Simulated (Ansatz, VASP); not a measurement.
## Cd: VASP beside Ansatz

File INCAR:

```
PREC = Accurate
ENCUT = 520
EDIFF = 1E-8
ISMEAR = -1
SIGMA = 0.05
LREAL = F
LASPH = T
NELM = 80
ALGO = Normal
ISIF = 2
LWAVE = F
LCHARG = F
GGA = PE
LEFG = T
NBANDS = 19
```

Contents of KPOINTS:

```
regular mesh
0
Gamma
  14 14 7
```

POSCAR

```
Cd
1.0
    2.9788725081      0.0000000000      0.0000000000
   -1.4894362540      2.5797792666      0.0000000000
    0.0000000000      0.0000000000      5.5614735000
Cd
2
Direct
    0.3333333333      0.6666666667      0.2500000000
    0.6666666667      0.3333333333      0.7500000000
```

Input for Ansatz:

```yaml
crystal:
  lattice:
    - [2.9788725081, 0.0, 0.0]
    - [-1.489436254, 2.5797792666, 0.0]
    - [0.0, 0.0, 5.5614735]
  atoms:
    - { symbol: Cd, position: [0.3333333333, 0.6666666667, 0.25] }
    - { symbol: Cd, position: [0.6666666667, 0.3333333333, 0.75] }
kpoints:
  mp_grid: { grid: [14, 14, 7] }
scf:
  occupations: { method: fermi_dirac, width: 0.05 }
hamiltonian:
  xc: pbe
  pseudopotentials: { kind: all_electron, datasets: crystal }
output:
  forces: true
  stress: true
  eigenvalues: true
  efg: { contact_densities: true }
```

Change from the starting cell: zz strain of -1 %, crystal datasets.

Alike in both runs: task electric field gradients; functional PBE; k mesh 14 × 14 × 7; occupations fermi-dirac, width 0.05 eV; no spin polarisation.

|  | VASP | Ansatz |
| --- | --- | --- |
| version | VASP 6.6.1 | Ansatz 0.2.0 |
| potentials or method | VASP PAW PBE potentials, release 64 (Cd), cutoff 520 eV | all-electron PAW with datasets made for the crystal, scalar-relativistic |

Ansatz gave:

| Property | Result |
| --- | --- |
| pressure (GPa) | 3.5 |
| traceless stress, the component that is largest in VASP (GPa) | -0.86 |
| size of Vzz on the site where it differs most (V/Å²) | 72.5 |

Task: What did VASP give for the same quantities?

Result: Pressure (GPa): 3.8; traceless stress, the component that is largest in VASP (GPa): -1.01; size of Vzz on the site where it differs most (V/Å²): 76.8.

Ansatz ran all-electron here, and VASP with PAW potentials.
